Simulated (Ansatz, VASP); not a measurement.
CuO in VASP and in Ansatz

INCAR

```
SYSTEM = CuO
PREC = Accurate ; ENCUT = 520
EDIFF = 1E-6 ; ISMEAR = -1
SIGMA = 0.05 ; LREAL = .FALSE.
LASPH = .TRUE. ; NELM = 60
ALGO = Normal ; ISIF = 2
LWAVE = .FALSE. ; LCHARG = .FALSE.
GGA = PE ; NBANDS = 16
```

Contents of KPOINTS:

```
Automatic mesh
0
G
  8 8 8
  0 0 0
```

The input POSCAR:

```
CuO
1.0
    0.0000000000      2.3272527300      2.3039802027
    2.3272527300      0.0000000000      2.3039802027
    2.3272527300      2.3272527300      0.0000000000
Cu O
1 1
Direct
    0.0000000000      0.0000000000      0.0000000000
    0.2500000000      0.2500000000      0.2500000000
```

The input input.yaml:

```yaml
crystal:
  lattice:
    - [0.0, 2.32725273, 2.3039802027]
    - [2.32725273, 0.0, 2.3039802027]
    - [2.32725273, 2.32725273, 0.0]
  atoms:
    - { symbol: Cu, position: [0.0, 0.0, 0.0] }
    - { symbol: O, position: [0.25, 0.25, 0.25] }
hamiltonian:
  xc: pbe
  pseudopotentials: { kind: paw }
kpoints:
  mp_grid: { grid: [8, 8, 8] }
  band_path:
    path:
      - [[0.0, 0.0, 0.0], [0.0, 0.5, 0.5], [0.2550760127, 0.5, 0.7550760127], [0.3775380063, 0.3775380063, 0.7550760127], [0.0, 0.0, 0.0], [-0.5, -0.5, 0.0], [-0.3775380063, -0.3775380063, 0.2449239873], [0.0, 0.0, 0.5], [-0.25, 0.25, 0.5], [-0.5, -0.2550760127, 0.2449239873], [-0.5, -0.5, 0.0]]
      - [[0.0, 0.5, 0.5], [-0.25, 0.25, 0.5]]
    npoints: 14
scf:
  occupations: { method: fermi_dirac, width: 0.05 }
  n_extra_bands: 6
output:
  forces: true
  stress: true
  eigenvalues: true
  fatbands: false
  write_density: true
  write_potential: true
  elf: true
  volumetric_format: npy
```

Alike in both runs: functional PBE; k mesh 8 × 8 × 8; occupations fermi-dirac, width 0.05 eV; no spin polarisation.

|  | VASP | Ansatz |
| --- | --- | --- |
| version | VASP 6.6.1 | Ansatz 0.2.0 |
| potentials or method | VASP PAW PBE potentials, release 64 (Cu, O) | Ansatz PAW |
| plane-wave cutoff (eV) | 520 | 420 |
| valence electrons in the cell | 17 | 25 |
| task | single point | band structure |

VASP gave:

| Item | Value |
| --- | --- |
| gap on the k mesh at the Fermi level (eV) | none |
| pressure (GPa) | -8.2 |
| traceless stress, the component that is largest in VASP (GPa) | 0.19 |

Question: Estimate Ansatz's values.

Answer: gap on the k mesh at the Fermi level (eV): none; pressure (GPa): -8.7; traceless stress, the component that is largest in VASP (GPa): 0.20.

A gap of «none» marks a metal or a gap that the smearing closes. VASP's potentials hold 17 valence electrons a cell and Ansatz's 25, so a difference there can come from the potentials and not from the codes.
